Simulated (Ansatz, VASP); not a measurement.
**Bi in VASP and in Ansatz**

The input INCAR:

```
PREC     = Accurate       # precision mode
ENCUT    = 520            # plane-wave cutoff, eV
EDIFF    = 1E-7           # SCF threshold, eV
ISMEAR   = -1             # smearing method
SIGMA    = 0.1            # smearing width, eV
LREAL    = False          # projectors in reciprocal space
LASPH    = True           # aspherical terms in the spheres
NELM     = 60             # most SCF steps
ALGO     = Normal         # electronic algorithm
ISIF     = 2              # what is computed and relaxed
LWAVE    = False          # write WAVECAR
LCHARG   = True           # write CHGCAR
GGA      = RE             # functional
LELF     = True           # ELF
LVHAR    = True         
NBANDS   = 22             # bands
```

File KPOINTS:

```
regular mesh
0
Gamma
  12 12 6
```

File POSCAR:

```
Bi
1.0
    3.5163292026      0.0000000000      0.0000000000
   -1.7581646013      3.0452304175      0.0000000000
    0.0000000000      0.0000000000      5.7857377814
Bi
2
Direct
    0.3333333333      0.6666666667      0.2500000000
    0.6666666667      0.3333333333      0.7500000000
```

Input for Ansatz:

```yaml
crystal:
  lattice:
    - [3.5163292026, 0.0, 0.0]
    - [-1.7581646013, 3.0452304175, 0.0]
    - [0.0, 0.0, 5.7857377814]
  atoms:
    - { symbol: Bi, position: [0.3333333333, 0.6666666667, 0.25] }
    - { symbol: Bi, position: [0.6666666667, 0.3333333333, 0.75] }
hamiltonian:
  xc: revpbe
  pseudopotentials:
    kind: paw
    azcp:
      Bi: "pseudopotentials/Bi.paw.azcp"
basis:
  ecutwfc: 420
  fft_grid_basis: typed
kpoints:
  mp_grid: { grid: [12, 12, 6], shift: [0, 0, 0] }
magnetization:
  spin_polarized: false
scf:
  occupations: { method: fermi_dirac, width: 0.1 }
  lower_state_search: "off"
output:
  stress: true
```

Alike in both runs: task single point; functional revPBE; k mesh 12 × 12 × 6; occupations fermi-dirac, width 0.1 eV; no spin polarisation.

```csv
,VASP,Ansatz
version,VASP 6.6.1,Ansatz 0.2.0
potentials or method,"VASP PAW PBE potentials, release 64 (Bi_d), cutoff 520 eV","plane waves (420 eV) with PAW, scalar-relativistic"
valence electrons in the cell,30,30
```

Ansatz gave:

| Item | Value |
| --- | --- |
| pressure (GPa) | 2.1 |
| traceless stress, the component that is largest in VASP (GPa) | 0.43 |

Problem. Estimate VASP's values.

Solution. Pressure (GPa): 2.0; traceless stress, the component that is largest in VASP (GPa): 0.44.

VASP's potentials were made for PBE, not for revPBE.

Neither program's run includes spin-orbit coupling.
